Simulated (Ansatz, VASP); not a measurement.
AgSb3Pb2: VASP beside Ansatz

Contents of POSCAR:

```
AgSb3Pb2
1.0
    4.2470380000      0.0000000000      0.0000000000
    0.0000000000      4.2470380000      0.0000000000
    0.0000000000      0.0000000000      9.3079400000
Sb Ag Pb
3 1 2
Direct
    0.5000000000      0.5000000000      0.0000000000
    0.0000000000      0.5000000000      0.3820000000
    0.5000000000      0.0000000000      0.6180000000
    0.0000000000      0.0000000000      0.0000000000
    0.0000000000      0.5000000000      0.7340000000
    0.5000000000      0.0000000000      0.2660000000
```

File INCAR.step1:

```
SYSTEM = AgSb3Pb2
PREC = Accurate
ENCUT = 520
ISMEAR = 0
SIGMA = 0.144
LREAL = .FALSE.
LASPH = .TRUE.
NELM = 100
NBANDS = 36
GGA = PE
ALGO = Normal
EDIFF = 1E-4
LWAVE = .TRUE.
LCHARG = .FALSE.
```

INCAR.step2

```
SYSTEM = AgSb3Pb2
PREC = Accurate
ENCUT = 520
EDIFF = 1E-6
ISMEAR = 0
SIGMA = 0.144
LREAL = .FALSE.
LASPH = .TRUE.
NELM = 100
ALGO = Normal
ISIF = 2
LWAVE = .FALSE.
LCHARG = .FALSE.
METAGGA = R2SCAN
LMIXTAU = .TRUE.
NBANDS = 36
ISTART = 1
```

Contents of KPOINTS:

```
Automatic mesh
0
G
  8 8 4
  0 0 0
```

Input for Ansatz:

```yaml
crystal:
  lattice:
    - [4.247038, 0.0, 0.0]
    - [0.0, 4.247038, 0.0]
    - [0.0, 0.0, 9.30794]
  atoms:
    - { symbol: Sb, position: [0.5, 0.5, 0.0] }
    - { symbol: Ag, position: [0.0, 0.0, 0.0] }
    - { symbol: Pb, position: [0.0, 0.5, 0.734] }
    - { symbol: Pb, position: [0.5, 0.0, 0.266] }
    - { symbol: Sb, position: [0.0, 0.5, 0.382] }
    - { symbol: Sb, position: [0.5, 0.0, 0.618] }
  symmetry: { tolerance: 0.0003 }
kpoints:
  mp_grid: { grid: [8, 8, 4], shift: [0, 0, 0] }
  band_path:
    path:
      - [0.0, 0.0, 0.0]
      - [0.0, 0.5, 0.0]
      - [0.5, 0.5, 0.0]
      - [0.0, 0.0, 0.0]
      - [0.0, 0.0, 0.5]
      - [0.0, 0.5, 0.5]
      - [0.5, 0.5, 0.5]
      - [0.0, 0.0, 0.5]
    npoints: 7
magnetization:
  spin_polarized: false
scf:
  occupations: { method: gaussian, width: 0.144 }
  lower_state_search: "off"
  max_iter: 200
hamiltonian:
  pseudopotentials: { kind: paw }
  xc: r2scan
basis:
  ecutwfc: 500
  fft_grid_basis: typed
output:
  forces: true
  stress: true
  eigenvalues: true
  bader: true
  populations: true
  elf: true
  write_potential: true
  volumetric_format: npy
  dos:
    e_range: [-12, 8]
    de: 0.05
    projected: { site_lists: { Ag: [Ag], Pb: [Pb], Sb: [Sb] } }
checkpoint:
  read: saved_state
```

Alike in both runs: task single point; functional r2SCAN; k mesh 8 × 8 × 4; occupations gaussian, width 0.144 eV; no spin polarisation.

|  | VASP | Ansatz |
| --- | --- | --- |
| version | VASP 6.6.1 | Ansatz 0.2.0 |
| potentials or method | VASP PAW PBE potentials, release 64 (Sb, Ag, Pb_d), cutoff 520 eV | PAW plane waves |
| valence electrons in the cell | 54 | 92 |

```tsv
	VASP	Ansatz	Ansatz less VASP
pressure (GPa)	0.9	0.9	+0.04
rms of the force components (eV/Å)	0.150	0.149	-0.0016
```

VASP's potentials were made for PBE, not for r2SCAN. The functional is the same, so the differences come from potentials, cutoffs and numerics. VASP's potentials hold 54 valence electrons a cell and Ansatz's 92, so a difference there can come from the potentials and not from the codes.

Neither program's run includes spin-orbit coupling.
